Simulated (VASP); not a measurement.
A run of VASP 6.6.1 is set up as follows.

Contents of INCAR:

```
SYSTEM = V
  PREC = Accurate
  ENCUT = 520
  EDIFF = 1E-6
  ISMEAR = -1
  SIGMA = 0.03
  LREAL = .FALSE.
  LASPH = .TRUE.
  NELM = 150
  ALGO = Normal
  ISIF = 2
  LWAVE = .FALSE.
  LCHARG = .FALSE.
  ISPIN = 2
  MAGMOM = 1.5
  LORBIT = 11
  LMAXMIX = 4
  GGA = PE
  NBANDS = 16
```

KPOINTS

```
regular mesh
0
G
  15 15 15
  0 0 0
```

File POSCAR:

```
V
1.0
   -1.5329101780      1.5329101780      1.5329101780
    1.5329101780     -1.5329101780      1.5329101780
    1.5329101780      1.5329101780     -1.5329101780
V
1
Direct
    0.0000000000      0.0000000000      0.0000000000
```

Potentials or basis: VASP PAW PBE potentials, release 64 (V_sv).

Run with:

```console
$ cat potpaw_PBE.64/V_sv/POTCAR > POTCAR
$ mpirun -np 1 vasp_std > vasp.out
```

Task: Predict the pressure.

Result: -11.0 GPa.

Task: What does it give for the net moment?

Result: 0.00 μB per cell.

Caveat: the cell stands under tension; the moments typed at the start vanished in this run.
